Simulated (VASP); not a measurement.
Set up this calculation in VASP 6.6.1, as the native input.

* Task: single point
* Functional: PBEsol
* Potentials or basis: VASP PAW PBE potentials, release 64 (In_d, P)
* Cutoff: 520 eV
* k mesh: 7 × 7 × 7
* Occupations: fermi-dirac, width 0.05 eV
* Spin: no spin polarisation
* Dipole correction: no
* Further INCAR settings: ALGO = Normal; EDIFF = 1e-06; NBANDS = 16

The structure of InP lies in POSCAR:

```
InP
1.0
    0.0000000000      2.9305000000      2.9305000000
    2.9305000000      0.0000000000      2.9305000000
    2.9305000000      2.9305000000      0.0000000000
In P
1 1
Direct
    0.0000000000      0.0000000000      0.0000000000
    0.7500000000      0.7500000000      0.7500000000
```

One way to write it, as run:

INCAR

```
SYSTEM = InP
PREC = Accurate
ENCUT = 520
EDIFF = 1E-6
ISMEAR = -1
SIGMA = 0.05
LREAL = .FALSE.
LASPH = .TRUE.
NELM = 100
ALGO = Normal
ISIF = 2
LWAVE = .FALSE.
LCHARG = .FALSE.
GGA = PS
NBANDS = 16
```

KPOINTS

```
regular mesh
0
G
  7 7 7
  0 0 0
```

Potentials or basis: VASP PAW PBE potentials, release 64 (In_d, P).

The run is started by

```sh
$ cat potpaw_PBE.64/In_d/POTCAR potpaw_PBE.64/P/POTCAR > POTCAR
$ mpirun -np 1 vasp_std > vasp.out
```

Results of the run:

The pressure is 0.6 GPa and the band gap on the k mesh is 0.61 eV, direct.

Caveat: the PAW data sets were made with another functional, which shifts forces and pressure a little; spin-orbit coupling is left out, which moves the levels of the heavy elements.

It took 17 s on 1 thread of AMD EPYC 7R43 64-Core Processor (Zen 3), with other jobs on the host, peak memory 0.14 GiB.
